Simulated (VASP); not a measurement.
# Sc (P6_3/mmc) in VASP: a series of runs, part 2 of 2

VASP 6.6.1. Earlier steps stand in the parts before.

### 3 Single point, LDA (strain -0.0100 x Voigt [0, 0, 1, 0, 0, 0])

Contents of INCAR:

```
ALGO     = Fast           # electronic algorithm
EDIFF    = 1E-6           # SCF threshold, eV
ENCUT    = 520            # plane-wave cutoff, eV
ISIF     = 2              # what is computed and relaxed
ISMEAR   = 0              # smearing method
LASPH    = T              # aspherical terms in the spheres
LCHARG   = T              # write CHGCAR
LELF     = T              # ELF
LREAL    = F              # projectors in reciprocal space
LVHAR    = T            
LWAVE    = F              # write WAVECAR
NBANDS   = 18             # bands
NELM     = 60             # most SCF steps
PREC     = Accurate       # precision mode
SIGMA    = 0.15           # smearing width, eV
```

Contents of KPOINTS:

```
k-points
0
Gamma
  18 18 10
```

Contents of POSCAR:

```
Sc
1.0
    3.3087978973      0.0000000000      0.0000000000
   -1.6543989486      2.8655030350      0.0000000000
    0.0000000000      0.0000000000      5.2153200000
Sc
2
Direct
    0.3333333333      0.6666666667      0.2500000000
    0.6666666667      0.3333333333      0.7500000000
```

Potentials or basis: VASP PAW LDA potentials, release 64 (Sc_sv).

The run is started by

```
$ cat potpaw_LDA.64/Sc_sv/POTCAR > POTCAR
$ mpirun -np 1 vasp_std > vasp.out
```

OUTCAR:

```text
EDIFF = 1E-6
   ENCUT = 520
   ISIF = 2
   ISMEAR = 0
   LASPH = T
   LREAL = F
   NELM = 60
   PREC = Accurate

 ion  position               nearest neighbor table
   1  0.333  0.667  0.250-   2 3.23   2 3.23   2 3.23   2 3.23   2 3.23   2 3.23
   2  0.667  0.333  0.750-   1 3.23   1 3.23   1 3.23   1 3.23   1 3.23   1 3.23

  LATTYP: Found a hexagonal cell.
 ALAT       =     3.3087978973
 C/A-ratio  =     1.5761978102

  Lattice vectors:

 A1 = (   3.3087978973,   0.0000000000,   0.0000000000)
 A2 = (  -1.6543989486,   2.8655030350,   0.0000000000)
 A3 = (   0.0000000000,   0.0000000000,   5.2153200000)

Analysis of symmetry for initial positions (statically):
=====================================================================
 Subroutine PRICEL returns:
 Original cell was already a primitive cell.

 Routine SETGRP: Setting up the symmetry group for a
 hexagonal supercell.

 Subroutine GETGRP returns: Found 24 space group operations
 (whereof 12 operations were pure point group operations)
 out of a pool of 24 trial point group operations.

The static configuration has the point symmetry D_3d.
 The point group associated with its full space group is D_6h.

Analysis of symmetry for dynamics (positions and initial velocities):
=====================================================================
 Subroutine PRICEL returns:
 Original cell was already a primitive cell.

 Routine SETGRP: Setting up the symmetry group for a
 hexagonal supercell.

 Subroutine GETGRP returns: Found 24 space group operations
 (whereof 12 operations were pure point group operations)
 out of a pool of 24 trial point group operations.

The dynamic configuration has the point symmetry D_3d.
 The point group associated with its full space group is D_6h.
[... 107 lines left out ...]
   POTIM  = 0.5000    time-step for ionic-motion
   TEBEG  =    0.0;   TEEND  =   0.0 temperature during run
   PSTRESS=    0.0 pullay stress
   NELECT =      22.0000    total number of electrons
   NUPDOWN=      -1.0000    fix difference up-down
   EMIN   =  10.00;   EMAX   =-10.00  energy-range for DOS
   EFERMI =   0.00;   METHOD = LEGACY
   ISMEAR =     0;   SIGMA  =   0.15  broadening in eV -4-tet -1-fermi 0-gaus
   EFERMI_NEDOS =   21; number of points for ismear=-14 and -15
   IALGO  =     68    algorithm
   IMIX   =      4    mixing-type and parameters
     AMIX     =   0.40;   BMIX     =  1.00
     AMIX_MAG =   1.60;   BMIX_MAG =  1.00
  volume/ion in A,a.u.               =      24.72       166.85
  Fermi-wavevector in a.u.,A,eV,Ry     =   1.249775  2.361732 21.251437  1.561937
  Thomas-Fermi vector in A             =   2.383800
   LORBIT       =      0    0 simple, 1 ext, 2 COOP (PROOUT), +10 PAW based schemes
   GGA     = CA    functional components
   LHFCALC =     F    Hartree Fock is set to
   AEXX    =    0.0000 exact exchange contribution
   IVDW    =     0    specifies the selected vdW correction
   LEPSILON=     F    determine dielectric tensor
   LRPA    =     F    only Hartree local field effects (RPA)
 non-spin polarized calculation
 RMM-DIIS sequential band-by-band and
 Gauss-broadening in eV      SIGMA  =   0.15
  energy-cutoff  :      520.00
  volume of cell :       49.45
 maximum number of plane-waves:      1363
 NGX is ok and might be reduce to    28
   NGX = 13   NGY = 13   NGZ = 19

 number of electron      21.9999996 magnetization

 Free energy of the ion-electron system (eV)
  ---------------------------------------------------
  ext. energy  EPLUGINS =         0.00000000
  ---------------------------------------------------
  free energy    TOTEN  =       -13.40032449 eV

  energy without entropy =      -13.35267052  energy(sigma->0) =      -13.37649751

 E-fermi :   3.4428     XC(G=0): -10.1305

 val. band max:        3.4418430505   @ k =   0.4444   0.1111   0.4000
 cond. band min:       3.4467534532   @ k =   0.1667   0.1111   0.3000
 fundamental gap:      0.0049104027
 Fermi energy:         3.4427800779

 k-point     1 :       0.0000    0.0000    0.0000
  band No.  band energies     occupation
      1     -45.3804      2.00000
      2     -45.3090      2.00000
      3     -24.5504      2.00000
      4     -24.2018      2.00000
      5     -24.2018      2.00000
      6     -24.1375      2.00000
[... 481 lines left out ...]
      5     -24.3649      2.00000
      6     -24.3012      2.00000
[... 10 lines left out ...]
     17       7.1318      0.00000
     18       7.4973      0.00000

 [... further k-points ...]
[... 5 lines left out ...]
  --------------------------------------------------------------------------------------
  -------------------------------------------------------------------------------------
  Total       -1.3533656     -1.3533656     -1.7033950     -0.0000000      0.0000000     -0.0000000
  in kB      -43.8504082    -43.8504082    -55.1917125     -0.0000000      0.0000000     -0.0000000
  external PRESSURE =     -47.6308429 kB  Pullay stress =       0.0000000 kB

 VOLUME and BASIS-vectors are now :
 -----------------------------------------------------------------------------
  energy-cutoff  :      520.00
  volume of cell :       49.45
      direct lattice vectors                 reciprocal lattice vectors
     3.308797897  0.000000000  0.000000000     0.302224563  0.174489433  0.000000000
    -1.654398949  2.865503035  0.000000000     0.000000000  0.348978866  0.000000000
     0.000000000  0.000000000  5.215320000     0.000000000  0.000000000  0.191742789

 POSITION                                       TOTAL-FORCE (eV/Angst)
 -----------------------------------------------------------------------------------
     -0.00000      1.91034      1.30383         0.000000     -0.000000      0.000000
      1.65440      0.95517      3.91149        -0.000000      0.000000      0.000000
 -----------------------------------------------------------------------------------
    total drift:                               -0.000000      0.000000     -0.000000

  FREE ENERGIE OF THE ION-ELECTRON SYSTEM (eV)
  ---------------------------------------------------
  free  energy   TOTEN  =       -13.4003244928 eV

  energy  without entropy=      -13.3526705202  energy(sigma->0) =      -13.37649751
```

OSZICAR:

```text
N       E                     dE             d eps       ncg     rms          rms(c)
DAV:   1     0.362643935169E+03    0.36264E+03   -0.10773E+04  8048   0.133E+03
DAV:   2     0.601520630863E+01   -0.35663E+03   -0.34930E+03 10296   0.555E+02
DAV:   3    -0.144799515494E+02   -0.20495E+02   -0.19584E+02 13280   0.168E+02
DAV:   4    -0.148491934718E+02   -0.36924E+00   -0.36543E+00 12096   0.204E+01
DAV:   5    -0.148541421106E+02   -0.49486E-02   -0.49428E-02 13724   0.258E+00    0.757E+00
RMM:   6    -0.134870215495E+02    0.13671E+01   -0.18150E+00  8851   0.185E+01    0.254E+00
RMM:   7    -0.134140098315E+02    0.73012E-01   -0.34691E+00 11070   0.136E+01    0.135E+00
RMM:   8    -0.133897410463E+02    0.24269E-01   -0.21102E-01  9498   0.599E+00    0.499E-01
RMM:   9    -0.133982684317E+02   -0.85274E-02   -0.13883E-01 12062   0.162E+00    0.137E-01
RMM:  10    -0.133997693099E+02   -0.15009E-02   -0.24104E-02 12910   0.722E-01    0.835E-02
RMM:  11    -0.134001280603E+02   -0.35875E-03   -0.57471E-03 11478   0.623E-01    0.467E-02
RMM:  12    -0.134002561379E+02   -0.12808E-03   -0.26912E-03 11977   0.297E-01    0.178E-02
RMM:  13    -0.134003215586E+02   -0.65421E-04   -0.75426E-04 12097   0.102E-01    0.179E-02
RMM:  14    -0.134003242015E+02   -0.26429E-05   -0.15818E-04 11504   0.704E-02    0.101E-02
RMM:  15    -0.134003231075E+02    0.10939E-05   -0.46888E-05 11070   0.485E-02    0.311E-03
RMM:  16    -0.134003241739E+02   -0.10664E-05   -0.15694E-05  9983   0.291E-02    0.111E-03
RMM:  17    -0.134003244928E+02   -0.31886E-06   -0.36455E-06  8943   0.169E-02
   1 F= -.13400324E+02 E0= -.13376498E+02  d E =-.476540E-01
```

Run time: 5.5 min. Hardware: 1 thread of Intel Xeon Platinum 8259CL at 2.50GHz (Skylake/Cascade Lake), shared host; peak memory 0.27 GiB.

What came out:

```
Free energy            : -13.4003 eV
Pressure               : -4.8 GPa
Band gap on the k mesh : zero (band 11 reaches 4.34 eV, above the bottom of band 12 at 2.94 eV)
```

Stress tensor (GPa, compression positive):
```
-4.39  0.00  0.00
 0.00 -4.39  0.00
 0.00  0.00 -5.52
```

Levels at points of the mesh, in eV from the Fermi level:
| k point | band 8 | band 9 | band 10 | band 11 | band 12 | band 13 | band 14 | band 15 |
| --- | --- | --- | --- | --- | --- | --- | --- | --- |
| (0.00, 0.00, 0.00) | -27.56 | -5.07 | -1.66 | 0.61 | 1.54 | 1.54 | 1.72 | 1.97 |
| (0.50, 0.00, 0.00) | -27.62 | -1.59 | -1.04 | -0.69 | -0.28 | 1.23 | 1.32 | 1.78 |
| (0.00, 0.00, 0.50) | -27.61 | -3.56 | -3.56 | 0.90 | 0.90 | 1.47 | 1.47 | 1.47 |
| (0.50, 0.00, 0.50) | -27.67 | -1.48 | -1.48 | 0.06 | 0.06 | 1.29 | 1.29 | 2.33 |

Caveat: the cell differs from its parent crystal (strain -0.0100 x Voigt [0, 0, 1, 0, 0, 0]).

### 4 Single point, LDA (strain +0.0050 x Voigt [0, 0, 1, 0, 0, 0])

Contents of INCAR:

```
SYSTEM = Sc
PREC = Accurate
ENCUT = 520
EDIFF = 1E-6
ISMEAR = 0
SIGMA = 0.15
LREAL = .FALSE.
LASPH = .TRUE.
NELM = 60
ALGO = Fast
ISIF = 2
LWAVE = .FALSE.
LCHARG = .TRUE.
GGA = CA
LELF = .TRUE.
LVHAR = .TRUE.
NBANDS = 18
```

Contents of KPOINTS:

```
regular mesh
0
G
  18 18 10
  0 0 0
```

Changes to POSCAR since step 3:

```diff
@@ -4,3 +4,3 @@
    -1.6543989486      2.8655030350      0.0000000000
-    0.0000000000      0.0000000000      5.2153200000
+    0.0000000000      0.0000000000      5.2943400000
 Sc
```

The run is started by

```
$ cat potpaw_LDA.64/Sc_sv/POTCAR > POTCAR
$ mpirun -np 1 vasp_std > vasp.out
```

Run time: 6.8 min. Hardware: 1 thread of Intel Xeon Platinum 8259CL at 2.50GHz (Skylake/Cascade Lake), shared host; peak memory 0.28 GiB.

Results (log left out):

* Free energy: -13.3718 eV
* Pressure: -5.4 GPa
* Band gap on the k mesh: zero (band 11 reaches 4.19 eV, above the bottom of band 12 at 2.89 eV)

Stress tensor (GPa, compression positive):
```
-4.71  0.00  0.00
 0.00 -4.71  0.00
 0.00  0.00 -6.74
```

Levels at points of the mesh, in eV from the Fermi level:
```tsv
k point	band 7	band 8	band 9	band 10	band 11	band 12	band 13	band 14	band 15	band 16
(0.00, 0.00, 0.00)	-27.63	-27.61	-5.05	-1.68	0.48	1.53	1.53	1.62	1.93	1.93
(0.50, 0.00, 0.00)	-27.71	-27.67	-1.57	-1.03	-0.69	-0.25	1.16	1.36	1.69	3.68
(0.00, 0.00, 0.50)	-27.66	-27.66	-3.58	-3.58	0.83	0.83	1.48	1.48	1.48	1.48
(0.50, 0.00, 0.50)	-27.72	-27.72	-1.46	-1.46	0.04	0.04	1.25	1.25	2.33	2.33
```

Caveat: the cell differs from its parent crystal (strain +0.0050 x Voigt [0, 0, 1, 0, 0, 0]).

### 5 Single point, LDA (strain +0.0150 x Voigt [0, 0, 1, 0, 0, 0])

Contents of INCAR:

```
PREC = Accurate
ENCUT = 520
EDIFF = 1E-6
ISMEAR = 0
SIGMA = 0.15
LREAL = F
LASPH = T
NELM = 60
ALGO = Fast
ISIF = 2
LWAVE = F
LCHARG = F
NBANDS = 18
```

Contents of KPOINTS:

```
regular mesh
0
Gamma
  18 18 10
```

Changes to POSCAR since step 4:

```diff
@@ -4,3 +4,3 @@
    -1.6543989486      2.8655030350      0.0000000000
-    0.0000000000      0.0000000000      5.2943400000
+    0.0000000000      0.0000000000      5.3470200000
 Sc
```

Potentials or basis: VASP PAW LDA potentials, release 64 (Sc_sv).

The run is started by

```
$ cat potpaw_LDA.64/Sc_sv/POTCAR > POTCAR
$ mpirun -np 1 vasp_std > vasp.out
```

OUTCAR:

```text
PREC = Accurate
   ENCUT = 520
   EDIFF = 1E-6
   ISMEAR = 0
   LREAL = F
   LASPH = T
   NELM = 60
   ISIF = 2

 ion  position               nearest neighbor table
   1  0.333  0.667  0.250-   2 3.29   2 3.29   2 3.29   2 3.29   2 3.29   2 3.29
   2  0.667  0.333  0.750-   1 3.29   1 3.29   1 3.29   1 3.29   1 3.29   1 3.29

  LATTYP: Found a hexagonal cell.
 ALAT       =     3.3087978973
 C/A-ratio  =     1.6160007852

  Lattice vectors:

 A1 = (   3.3087978973,   0.0000000000,   0.0000000000)
 A2 = (  -1.6543989486,   2.8655030350,   0.0000000000)
 A3 = (   0.0000000000,   0.0000000000,   5.3470200000)

Analysis of symmetry for initial positions (statically):
=====================================================================
 Subroutine PRICEL returns:
 Original cell was already a primitive cell.

 Routine SETGRP: Setting up the symmetry group for a
 hexagonal supercell.

 Subroutine GETGRP returns: Found 24 space group operations
 (whereof 12 operations were pure point group operations)
 out of a pool of 24 trial point group operations.

The static configuration has the point symmetry D_3d.
[... 159 lines left out ...]
  ext. energy  EPLUGINS =         0.00000000
  ---------------------------------------------------
  free energy    TOTEN  =       -13.34972311 eV

  energy without entropy =      -13.29874758  energy(sigma->0) =      -13.32423534

 E-fermi :   3.3052     XC(G=0): -10.0290

 val. band max:        3.3024159393   @ k =   0.2778   0.2778   0.3000
 cond. band min:       3.3073697485   @ k =   0.3333   0.1111   0.2000
 fundamental gap:      0.0049538092
 Fermi energy:         3.3052225796

 k-point     1 :       0.0000    0.0000    0.0000
  band No.  band energies     occupation
      1     -45.5861      2.00000
      2     -45.5280      2.00000
      3     -24.7237      2.00000
      4     -24.4051      2.00000
      5     -24.4051      2.00000
      6     -24.3530      2.00000
[... 481 lines left out ...]
      5     -24.5571      2.00000
      6     -24.5014      2.00000
[... 10 lines left out ...]
     17       6.9476      0.00000
     18       7.1001      0.00000

 [... further k-points ...]
[... 5 lines left out ...]
  --------------------------------------------------------------------------------------
  -------------------------------------------------------------------------------------
  Total       -1.5530269     -1.5530269     -2.3706020     -0.0000000      0.0000000     -0.0000000
  in kB      -49.0802352    -49.0802352    -74.9180234     -0.0000000      0.0000000     -0.0000000
  external PRESSURE =     -57.6928312 kB  Pullay stress =       0.0000000 kB

 VOLUME and BASIS-vectors are now :
 -----------------------------------------------------------------------------
  energy-cutoff  :      520.00
  volume of cell :       50.70
      direct lattice vectors                 reciprocal lattice vectors
     3.308797897  0.000000000  0.000000000     0.302224563  0.174489433  0.000000000
    -1.654398949  2.865503035  0.000000000     0.000000000  0.348978866  0.000000000
     0.000000000  0.000000000  5.347020000     0.000000000  0.000000000  0.187020060

 POSITION                                       TOTAL-FORCE (eV/Angst)
 -----------------------------------------------------------------------------------
     -0.00000      1.91034      1.33675        -0.000000     -0.000000      0.000000
      1.65440      0.95517      4.01026         0.000000      0.000000      0.000000
 -----------------------------------------------------------------------------------
    total drift:                                0.000000     -0.000000      0.000000

  FREE ENERGIE OF THE ION-ELECTRON SYSTEM (eV)
  ---------------------------------------------------
  free  energy   TOTEN  =       -13.3497231120 eV

  energy  without entropy=      -13.2987475763  energy(sigma->0) =      -13.32423534
```

Wall time 5.2 min (1 thread of Intel Xeon Platinum 8259CL at 2.50GHz (Skylake/Cascade Lake), shared host); peak memory 0.28 GiB.

What came out:

```
Free energy            : -13.3497 eV
Pressure               : -5.8 GPa
Band gap on the k mesh : zero (band 11 reaches 4.10 eV, above the bottom of band 12 at 2.85 eV)
```

Levels at points of the mesh, in eV from the Fermi level:
```
           k point  band 7  band 8  band 9  band 10  band 11  band 12  band 13  band 14  band 15  band 16
(0.00, 0.00, 0.00)  -27.66  -27.65   -5.03    -1.69     0.39     1.52     1.52     1.55     1.90     1.90
(0.50, 0.00, 0.00)  -27.74  -27.70   -1.55    -1.01    -0.69    -0.23     1.12     1.38     1.63     3.66
(0.00, 0.00, 0.50)  -27.68  -27.68   -3.59    -3.59     0.79     0.79     1.48     1.48     1.48     1.48
(0.50, 0.00, 0.50)  -27.75  -27.75   -1.45    -1.45     0.03     0.03     1.23     1.23     2.32     2.32
```

Caveat: the cell differs from its parent crystal (strain +0.0150 x Voigt [0, 0, 1, 0, 0, 0]).

### 6 Overview

| cell | gap on the mesh (eV) | pressure (GPa) |
| --- | --- | --- |
| a = 3.309, b = 3.309, c = 5.163 Å, angles 90.0, 90.0, 120.0°, 2 atoms | none | -4.3 |
| a = 3.309, b = 3.309, c = 5.215 Å, angles 90.0, 90.0, 120.0°, 2 atoms | none | -4.8 |
| a = 3.309, b = 3.309, c = 5.294 Å, angles 90.0, 90.0, 120.0°, 2 atoms | none | -5.4 |
| a = 3.309, b = 3.309, c = 5.347 Å, angles 90.0, 90.0, 120.0°, 2 atoms | none | -5.8 |

Alike in all rows: task single point; level LDA; potentials or basis VASP PAW LDA potentials, release 64 (Sc_sv); no spin polarisation; k mesh 18 × 18 × 10; cutoff (eV) 520; smearing gaussian 0.15 eV.

Total energies depend on the potentials used, so only differences within one code and one set of settings carry meaning.
